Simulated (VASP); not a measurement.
# AgPd4 in VASP: a series of runs, part 2 of 2

VASP 6.6.1. Earlier steps stand in the parts before.

**3. Single point, LDA**

Contents of INCAR:

```
  PREC = Accurate
  ENCUT = 520
  EDIFF = 1E-6
  ISMEAR = -1
  SIGMA = 0.05
  LREAL = False
  LASPH = True
  NELM = 100
  ALGO = Normal
  ISIF = 2
  LWAVE = False
  LCHARG = False
  LDIPOL = True
  IDIPOL = 3
  DIPOL = 0.5 0.5 0.500
  GGA = CA
  NBANDS = 34
```

Contents of KPOINTS:

```
regular mesh
0
Gamma
  15 15 1
```

Contents of POSCAR:

```
AgPd4
1.0
    2.7154616620      0.0000000000      0.0000000000
   -1.3577308310      2.3516587823      0.0000000000
    0.0000000000      0.0000000000     24.8687000000
Pd Ag
4 1
Direct
    0.8333333333      0.1666666667      0.3221083647
    0.1666666667      0.8333333333      0.4113102892
    0.8333333333      0.1666666667      0.5886897115
    0.1666666667      0.8333333333      0.6778916350
    0.5000000000      0.5000000000      0.4999999996
```

Potentials or basis: VASP PAW LDA potentials, release 64 (Pd, Ag).

Launch:

```console
cat potpaw_LDA.64/Pd/POTCAR potpaw_LDA.64/Ag/POTCAR > POTCAR
mpirun -np 1 vasp_std > vasp.out
```

OUTCAR:

```text
PREC = Accurate
   ENCUT = 520
   EDIFF = 1E-6
   ISMEAR = -1
   LREAL = False
   LASPH = True
   NELM = 100
   ISIF = 2
   GGA = CA

 ion  position               nearest neighbor table
   1  0.833  0.167  0.322-   2 2.72   2 2.72   2 2.72
   2  0.167  0.833  0.411-   5 2.71   5 2.71   5 2.71   1 2.72   1 2.72   1 2.72
   3  0.833  0.167  0.589-   5 2.71   5 2.71   5 2.71   4 2.72   4 2.72   4 2.72
   4  0.167  0.833  0.678-   3 2.72   3 2.72   3 2.72
   5  0.500  0.500  0.500-   2 2.71   2 2.71   2 2.71   3 2.71   3 2.71   3 2.71

  LATTYP: Found a hexagonal cell.
 ALAT       =     2.7154616620
 C/A-ratio  =     9.1581849039

  Lattice vectors:

 A1 = (   2.7154616620,   0.0000000000,   0.0000000000)
 A2 = (  -1.3577308310,   2.3516587823,   0.0000000000)
 A3 = (   0.0000000000,   0.0000000000,  24.8687000000)

Analysis of symmetry for initial positions (statically):
=====================================================================
 Subroutine PRICEL returns:
 Original cell was already a primitive cell.

 Routine SETGRP: Setting up the symmetry group for a
 hexagonal supercell.

 Subroutine GETGRP returns: Found 12 space group operations
 (whereof  4 operations were pure point group operations)
 out of a pool of 24 trial point group operations.

The static configuration has the point symmetry C_2h.
 The point group associated with its full space group is D_3d.

Analysis of symmetry for dynamics (positions and initial velocities):
=====================================================================
 Subroutine PRICEL returns:
 Original cell was already a primitive cell.

 Routine SETGRP: Setting up the symmetry group for a
 hexagonal supercell.

 Subroutine GETGRP returns: Found 12 space group operations
 (whereof  4 operations were pure point group operations)
 out of a pool of 24 trial point group operations.

The dynamic configuration has the point symmetry C_2h.
 The point group associated with its full space group is D_3d.

 Subroutine INISYM returns: Found 12 space group operations
 (whereof  4 operations are pure point group operations),
 and found     1 'primitive' translations

----------------------------------------------------------------------------------------

                                     Primitive cell

  volume of cell :     158.8075

  direct lattice vectors                    reciprocal lattice vectors
     2.715461662  0.000000000  0.000000000     0.368261506  0.212615879  0.000000000
    -1.357730831  2.351658782  0.000000000     0.000000000  0.425231759  0.000000000
     0.000000000  0.000000000 24.868700000     0.000000000  0.000000000  0.040211189

  length of vectors
     2.715461662  2.715461662 24.868700000     0.425231759  0.425231759  0.040211189

  position of ions in fractional coordinates (direct lattice)
     0.833333333  0.166666667  0.322108365
     0.166666667  0.833333333  0.411310289
     0.833333333  0.166666667  0.588689712
     0.166666667  0.833333333  0.677891635
     0.500000000  0.500000000  0.500000000

  ion indices of the primitive-cell ions
   primitive index   ion index
                 1           1
                 2           2
                 3           3
                 4           4
                 5           5
[... 34 lines left out ...]
  0.333333  0.000000  0.000000      6.000000
[... 16 lines left out ...]
  0.333333  0.200000  0.000000     12.000000
  0.400000  0.200000  0.000000      6.000000
 [... further k-points ...]
   k-points           NKPTS =     27   k-points in BZ     NKDIM =     27   number of bands    NBANDS=     34
   number of dos      NEDOS =    301   number of ions     NIONS =      5
   total plane-waves  NPLWV =  76800
   dimension x,y,z NGX =    20 NGY =   20 NGZ =  192
   dimension x,y,z NGXF=    40 NGYF=   40 NGZF=  384
   ions per type =               4   1
   NGX,Y,Z   is equivalent  to a cutoff of  12.24, 12.24, 12.84 a.u.
   NGXF,Y,Z  is equivalent  to a cutoff of  24.49, 24.49, 25.67 a.u.
 SYSTEM =  unknown system
   PREC   = accura    normal or accurate (medium, high low for compatibility)
   ISTART =      0    job   : 0-new  1-cont  2-samecut
   ICHARG =      2    charge: 1-file 2-atom 10-const
   ISPIN  =      1    spin polarized calculation?
   LNONCOLLINEAR =      F non collinear calculations
   LSORBIT =      F    spin-orbit coupling
   LASPH  =      T    aspherical Exc in radial PAW
   ENCUT  =  520.0 eV  38.22 Ry    6.18 a.u.   5.05  5.05 46.24*2*pi/ulx,y,z
   NELM   =    100;   NELMIN=  2; NELMDL= -5     # of ELM steps
   EDIFF  = 0.1E-05   stopping-criterion for ELM
   LREAL  =      F    real-space projection
   EDIFFG = 0.1E-04   stopping-criterion for IOM
   NSW    =      0    number of steps for IOM
   IBRION =     -1    ionic relax: 0-MD 1-quasi-New 2-CG
   NFREE  =      0    steps in history (QN), initial steepest desc. (CG)
   ISIF   =      2    stress and relaxation
   ISYM   =      2    0-nonsym 1-usesym 2-fastsym
   POTIM  = 0.5000    time-step for ionic-motion
   TEBEG  =    0.0;   TEEND  =   0.0 temperature during run
   PSTRESS=    0.0 pullay stress
   NELECT =      51.0000    total number of electrons
   NUPDOWN=      -1.0000    fix difference up-down
   EMIN   =  10.00;   EMAX   =-10.00  energy-range for DOS
   EFERMI =   0.00;   METHOD = LEGACY
   ISMEAR =    -1;   SIGMA  =   0.05  broadening in eV -4-tet -1-fermi 0-gaus
   EFERMI_NEDOS =   21; number of points for ismear=-14 and -15
   IALGO  =     38    algorithm
   IMIX   =      4    mixing-type and parameters
     AMIX     =   0.40;   BMIX     =  1.00
     AMIX_MAG =   1.60;   BMIX_MAG =  1.00
  volume/ion in A,a.u.               =      31.76       214.34
  Fermi-wavevector in a.u.,A,eV,Ry     =   1.121092  2.118556 17.100441  1.256847
  Thomas-Fermi vector in A             =   2.257743
   LORBIT       =      0    0 simple, 1 ext, 2 COOP (PROOUT), +10 PAW based schemes
   GGA     = CA    functional components
   LHFCALC =     F    Hartree Fock is set to
   AEXX    =    0.0000 exact exchange contribution
   IVDW    =     0    specifies the selected vdW correction
   LEPSILON=     F    determine dielectric tensor
   LRPA    =     F    only Hartree local field effects (RPA)
 non-spin polarized calculation
  energy-cutoff  :      520.00
  volume of cell :      158.81
 maximum number of plane-waves:      4323
   NGX = 11   NGY = 11   NGZ = 93

 dipolmoment           0.000000      0.000000      0.000000 electrons x Angstroem

 number of electron      51.0000006 magnetization

 dipolmoment           0.000000      0.000000     -0.000000 electrons x Angstroem

 Free energy of the ion-electron system (eV)
  ---------------------------------------------------
  ext. energy  EPLUGINS =         0.00000000
  ---------------------------------------------------
  free energy    TOTEN  =       -28.30399306 eV

  energy without entropy =      -28.23609443  energy(sigma->0) =      -28.27004375

 E-fermi :   1.4263     XC(G=0):  -6.8625

 val. band max:        1.4092706089   @ k =   0.2667   0.2000   0.0000
 cond. band min:       1.4350724746   @ k =   0.2667   0.2667   0.0000
 fundamental gap:      0.0258018657
 Fermi energy:         1.4262807378

 k-point     1 :       0.0000    0.0000    0.0000
  band No.  band energies     occupation
      1      -6.3340      2.00000
      2      -5.0563      2.00000
      3      -4.9427      2.00000
      4      -3.9251      2.00000
      5      -3.8121      2.00000
      6      -3.3226      2.00000
[... 877 lines left out ...]
     33       9.7582      0.00000
     34      10.7658      0.00000

 [... further k-points ...]

------------------------ aborting loop because EDIFF is reached ----------------------------------------

 vacuum level on the upper side and lower side of the slab       (xc-potential included)        -0.118        -0.118

  FORCE on cell =-STRESS in cart. coord.  units (eV):
  Direction    XX          YY          ZZ          XY          YZ          ZX
  --------------------------------------------------------------------------------------
  -------------------------------------------------------------------------------------
  Total       -0.5936799     -0.5936799      2.8293842     -0.0000000     -0.0000000      0.0000000
  in kB       -5.9895183     -5.9895183     28.5450914     -0.0000000     -0.0000000      0.0000000
  external PRESSURE =       5.5220183 kB  Pullay stress =       0.0000000 kB

 VOLUME and BASIS-vectors are now :
 -----------------------------------------------------------------------------
  energy-cutoff  :      520.00
  volume of cell :      158.81
      direct lattice vectors                 reciprocal lattice vectors
     2.715461662  0.000000000  0.000000000     0.368261506  0.212615879  0.000000000
    -1.357730831  2.351658782  0.000000000     0.000000000  0.425231759  0.000000000
     0.000000000  0.000000000 24.868700000     0.000000000  0.000000000  0.040211189

 POSITION                                       TOTAL-FORCE (eV/Angst)
 -----------------------------------------------------------------------------------
      2.03660      0.39194      8.01042        -0.000000      0.000000     -0.105378
     -0.67887      1.95972     10.22875         0.000000     -0.000000     -0.437727
      2.03660      0.39194     14.63995        -0.000000      0.000000      0.437727
     -0.67887      1.95972     16.85828        -0.000000     -0.000000      0.105378
      0.67887      1.17583     12.43435         0.000000     -0.000000      0.000000
 -----------------------------------------------------------------------------------
    total drift:                               -0.000000      0.000000      0.000001

  FREE ENERGIE OF THE ION-ELECTRON SYSTEM (eV)
  ---------------------------------------------------
  free  energy   TOTEN  =       -28.3039930611 eV

  energy  without entropy=      -28.2360944326  energy(sigma->0) =      -28.27004375

 vacuum level on the upper side and lower side of the slab         7.045         7.045
```

Wall time 2.1 min (1 thread of Intel Xeon Platinum 8559C (Emerald Rapids), shared host); peak memory 0.29 GiB.

Results:

```
Free energy            : -28.3040 eV
Largest force          : 0.438 eV/Å
Band gap on the k mesh : zero (an odd number of electrons rules out a gap without spin polarisation)
```

Forces on the atoms (eV/Å):
```
Pd   0.000  0.000 -0.105
Pd   0.000  0.000 -0.438
Pd   0.000  0.000  0.438
Pd   0.000  0.000  0.105
Ag   0.000  0.000  0.000
```
